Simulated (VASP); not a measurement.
# Ni: single point with PBEsol

The system is Ni.

```
CELL_PARAMETERS angstrom
2.36612 0.00000 0.00000
-1.18306 2.04912 0.00000
0.00000 0.00000 3.88727
ATOMIC_POSITIONS crystal
Ni 0.33333 0.66667 0.25000
Ni 0.66667 0.33333 0.75000
```

| Quantity | Value |
| --- | --- |
| Program | VASP 6.6.1 |
| Task | single point |
| Functional | PBEsol |
| Potentials or basis | VASP PAW PBE potentials, release 64 (Ni) |
| Cutoff | 520 eV |
| k mesh | 18 × 18 × 10 |
| Occupations | fermi-dirac, width 0.05 eV |
| Spin | collinear spin, ferromagnetic start |
| Starting moments | [1.0, 1.0] μB |
| Dipole correction | no |
| Further INCAR settings | ALGO = Normal; EDIFF = 1e-06; NBANDS = 21 |

```json
{"Pressure": "28.4 GPa", "Net moment": "1.18 μB per cell", "Site moments": "Ni +0.59 μB", "Valence electrons inside the program's atomic spheres": "Ni 9.61"}
```

Levels at points of the mesh, in eV from the Fermi level:
Spin up:
```tsv
k point	band 8	band 9	band 10	band 11	band 12	band 13	band 14	band 15
(0.00, 0.00, 0.00)	-1.86	-1.86	-0.71	-0.70	-0.70	6.66	23.83	26.96
(0.50, 0.00, 0.00)	-0.55	-0.47	-0.40	1.38	3.58	10.23	11.00	13.55
(0.00, 0.00, 0.50)	-2.77	-1.05	-1.05	-1.05	-1.05	15.74	15.74	24.63
(0.50, 0.00, 0.50)	-1.09	-0.46	-0.46	1.48	1.48	7.91	7.91	20.02
```
Spin down:
| k point | band 5 | band 6 | band 7 | band 8 | band 9 | band 10 | band 11 | band 12 | band 13 | band 14 |
| --- | --- | --- | --- | --- | --- | --- | --- | --- | --- | --- |
| (0.00, 0.00, 0.00) | -2.10 | -1.74 | -1.74 | -1.23 | -1.23 | -0.72 | -0.02 | -0.02 | 7.05 | 23.75 |
| (0.50, 0.00, 0.00) | -2.20 | -2.16 | -1.74 | 0.16 | 0.22 | 0.32 | 1.85 | 3.95 | 10.39 | 11.14 |
| (0.00, 0.00, 0.50) | -2.15 | -2.15 | -2.15 | -2.15 | -0.38 | -0.38 | -0.38 | -0.38 | 15.91 | 15.91 |
| (0.50, 0.00, 0.50) | -1.13 | -1.13 | -0.56 | -0.56 | 0.26 | 0.26 | 1.69 | 1.69 | 8.24 | 8.24 |

Wall time 80 s on 1 thread of Intel(R) Xeon(R) 6975P-C (Granite Rapids) (shared host), peak memory 0.22 GiB.

Caveat: the PAW data sets were made with another functional, which shifts forces and pressure a little.
